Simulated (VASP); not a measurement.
# W (Im-3m) in VASP: settings compared, part 2 of 2

VASP 6.6.1.

**4. Single point, r2SCAN+U**

The input, POSCAR:

```
W
1.0
   -1.6081756200      1.6081756200      1.6081756200
    1.6081756200     -1.6081756200      1.6081756200
    1.6081756200      1.6081756200     -1.6081756200
W
1
Direct
    0.0000000000      0.0000000000      0.0000000000
```

The input, INCAR.step1:

```
PREC = Accurate
ENCUT = 520
ISMEAR = -1
SIGMA = 0.1
LREAL = F
LASPH = T
NELM = 150
LMAXMIX = 4
LDAU = T
LDAUTYPE = 2
LDAUL = 2
LDAUU = 3
LDAUJ = 0
NBANDS = 13
GGA = PE
ALGO = Normal
EDIFF = 1E-4
LWAVE = T
LCHARG = F
```

The input, INCAR.step2:

```
PREC = Accurate
ENCUT = 520
EDIFF = 1E-7
ISMEAR = -1
SIGMA = 0.1
LREAL = F
LASPH = T
NELM = 150
ALGO = Normal
ISIF = 2
LWAVE = F
LCHARG = F
LMAXMIX = 4
LDAU = T
LDAUTYPE = 2
LDAUL = 2
LDAUU = 3
LDAUJ = 0
LDAUPRINT = 1
METAGGA = R2SCAN
LMIXTAU = T
NBANDS = 13
ISTART = 1
```

The input, KPOINTS:

```
Automatic mesh
0
Gamma
  8 8 8
```

Potentials or basis: VASP PAW PBE potentials, release 64 (W_sv).

Command:

```sh
cat potpaw_PBE.64/W_sv/POTCAR > POTCAR
cp INCAR.step1 INCAR
mpirun -np 1 vasp_std > vasp.out
cp INCAR.step2 INCAR
mpirun -np 1 vasp_std > vasp.out
```

OUTCAR:

```text
PREC = Accurate
   ENCUT = 520
   EDIFF = 1E-7
   ISMEAR = -1
   LREAL = F
   LASPH = T
   NELM = 150
   ISIF = 2
   METAGGA = R2SCAN
   ISTART = 1

 ion  position               nearest neighbor table
   1  0.000  0.000  0.000-

  LATTYP: Found a body centered cubic cell.
 ALAT       =     3.2163512400

  Lattice vectors:

 A1 = (  -1.6081756200,   1.6081756200,   1.6081756200)
 A2 = (   1.6081756200,  -1.6081756200,   1.6081756200)
 A3 = (   1.6081756200,   1.6081756200,  -1.6081756200)

Analysis of symmetry for initial positions (statically):
=====================================================================
 Subroutine PRICEL returns:
 Original cell was already a primitive cell.

 Routine SETGRP: Setting up the symmetry group for a
 body centered cubic supercell.

 Subroutine GETGRP returns: Found 48 space group operations
 (whereof 48 operations were pure point group operations)
 out of a pool of 48 trial point group operations.

The static configuration has the point symmetry O_h .

Analysis of symmetry for dynamics (positions and initial velocities):
=====================================================================
 Subroutine PRICEL returns:
 Original cell was already a primitive cell.

 Routine SETGRP: Setting up the symmetry group for a
 body centered cubic supercell.

 Subroutine GETGRP returns: Found 48 space group operations
 (whereof 48 operations were pure point group operations)
 out of a pool of 48 trial point group operations.

The dynamic configuration has the point symmetry O_h .

 Subroutine INISYM returns: Found 48 space group operations
 (whereof 48 operations are pure point group operations),
 and found     1 'primitive' translations
[... 163 lines left out ...]
  o =  0.4010  v =  0.0000  0.0000  0.0000  0.0000  0.0000  0.0000  0.9952  0.0000 -0.0980  0.0000      0.0000  0.0000  0.0000  0.0000  0.0000  0.0000  0.0000  0.0000  0.0000  0.0000
  o =  0.4010  v =  0.0000  0.9952  0.0000 -0.0980  0.0000  0.0000  0.0000  0.0000  0.0000  0.0000      0.0000  0.0000  0.0000  0.0000  0.0000  0.0000  0.0000  0.0000  0.0000  0.0000
  o =  0.4010  v =  0.0000  0.0980 -0.0000  0.9952  0.0000  0.0000  0.0000  0.0000  0.0000  0.0000      0.0000  0.0000  0.0000  0.0000  0.0000  0.0000  0.0000  0.0000  0.0000  0.0000
  o =  0.4010  v =  0.0000  0.0000  0.0000  0.0000  0.0000  0.0000  0.0980 -0.0000  0.9952  0.0000      0.0000  0.0000  0.0000  0.0000  0.0000  0.0000  0.0000  0.0000  0.0000  0.0000

 number of electron      14.0000000 magnetization

 Free energy of the ion-electron system (eV)
  ---------------------------------------------------
  ext. energy  EPLUGINS =         0.00000000
  ---------------------------------------------------
  free energy    TOTEN  =       -48.14596267 eV

  energy without entropy =      -48.14213038  energy(sigma->0) =      -48.14404652

 E-fermi :  10.6697     XC(G=0): -14.6577

 val. band max:       10.3132169958   @ k =   0.1250   0.0000   0.0000
 cond. band min:      10.9597908612   @ k =   0.5000   0.0000   0.0000
 fundamental gap:      0.6465738654
 Fermi energy:        10.6697227324

 k-point     1 :       0.0000    0.0000    0.0000
  band No.  band energies     occupation
      1     -65.6726      2.00000
      2     -28.5866      2.00000
      3     -28.5866      2.00000
      4     -28.5866      2.00000
      5       0.7485      2.00000
      6       9.6117      1.99995
      7       9.6117      1.99995
      8       9.6118      1.99995
      9      13.8148      0.00000
     10      13.8148      0.00000
     11      25.7472      0.00000
     12      25.7472      0.00000
     13      25.7472      0.00000
[... 354 lines left out ...]
  band No.  band energies     occupation
      1     -65.5212      2.00000
      2     -29.4574      2.00000
      3     -29.1325      2.00000
      4     -29.0223      2.00000
      5       6.3758      2.00000
      6       7.4619      2.00000
      7      10.2356      1.97428
      8      11.1323      0.01941
      9      14.4298      0.00000
     10      15.3006      0.00000
     11      24.3468      0.00000
     12      26.6916      0.00000
     13      28.2089      0.00000

 [... further k-points ...]

------------------------ aborting loop because EDIFF is reached ----------------------------------------

  FORCE on cell =-STRESS in cart. coord.  units (eV):
  Direction    XX          YY          ZZ          XY          YZ          ZX
  --------------------------------------------------------------------------------------
  -------------------------------------------------------------------------------------
  Total       -0.4071076     -0.4071076     -0.4071076      0.0000000      0.0000000     -0.0000000
  in kB      -39.2066213    -39.2066213    -39.2066213      0.0000000      0.0000000     -0.0000000
  external PRESSURE =     -39.2066213 kB  Pullay stress =       0.0000000 kB

 VOLUME and BASIS-vectors are now :
 -----------------------------------------------------------------------------
  energy-cutoff  :      520.00
  volume of cell :       16.64
      direct lattice vectors                 reciprocal lattice vectors
    -1.608175620  1.608175620  1.608175620     0.000000000  0.310911317  0.310911317
     1.608175620 -1.608175620  1.608175620     0.310911317  0.000000000  0.310911317
     1.608175620  1.608175620 -1.608175620     0.310911317  0.310911317  0.000000000

 POSITION                                       TOTAL-FORCE (eV/Angst)
 -----------------------------------------------------------------------------------
      0.00000      0.00000      0.00000        -0.000000     -0.000000     -0.000000
 -----------------------------------------------------------------------------------
    total drift:                                0.000000      0.000000      0.000000

  FREE ENERGIE OF THE ION-ELECTRON SYSTEM (eV)
  ---------------------------------------------------
  free  energy   TOTEN  =       -48.1459626686 eV

  energy  without entropy=      -48.1421303791  energy(sigma->0) =      -48.14404652
```

Wall time 26 s (1 thread of AMD EPYC 9R45 (Zen 5), shared host); peak memory 0.11 GiB.

What came out:

| Quantity | Value |
| --- | --- |
| Free energy | -48.1460 eV |
| Pressure | -3.9 GPa |
| Band gap on the k mesh | zero (band 7 reaches 15.81 eV, above the bottom of band 8 at 9.61 eV) |

Levels at points of the mesh, in eV from the Fermi level:
| k point | band 5 | band 6 | band 7 | band 8 | band 9 | band 10 |
| --- | --- | --- | --- | --- | --- | --- |
| (0.00, 0.00, 0.00) | -9.92 | -1.06 | -1.06 | -1.06 | 3.15 | 3.15 |
| (0.50, 0.00, 0.00) | -6.08 | -3.38 | 0.29 | 2.81 | 3.99 | 6.07 |
| (0.50, 0.50, 0.50) | -5.10 | -5.10 | 5.14 | 5.14 | 5.14 | 8.06 |

Eigenvalues of the final occupation matrices:
```tsv
site	spin	trace	eigenvalues
site 1 d	1	1.62	0.21 0.21 0.40 0.40 0.40
site 1 d	2	1.62	0.21 0.21 0.40 0.40 0.40
```

Caveat: the PAW data sets were made with another functional, which shifts forces and pressure a little; spin-orbit coupling is left out, which moves the levels of the heavy elements; U without spin polarisation on a metal has little footing; the U is typed as a test and isn't derived for this compound.

**5. The runs side by side**

```csv
level,U,gap on the mesh (eV),pressure (GPa)
PBE,-,none,-8.1
r2SCAN,-,none,-12.0
r2SCAN+U,W d U = 3.0 eV,none,-3.9
```

Alike in all rows: task single point; potentials or basis VASP PAW PBE potentials, release 64 (W_sv); no spin polarisation; cell as given; k mesh 8 × 8 × 8; cutoff (eV) 520; smearing fermi-dirac 0.1 eV.

Every run on the cell as given and a fine mesh finds a metal. The pressure there spans -12.0 GPa (r2SCAN) to -3.9 GPa (r2SCAN+U); a positive pressure means that this level wants a larger cell, a negative one a smaller.

Caveats: spin-orbit coupling is left out, which moves the levels of the heavy elements; the PAW data sets were made with another functional, which shifts forces and pressure a little (some runs); U without spin polarisation on a metal has little footing (some runs); the U is typed as a test and isn't derived for this compound (some runs).

Total energies depend on the potentials used, so only differences within one code and one set of settings carry meaning.
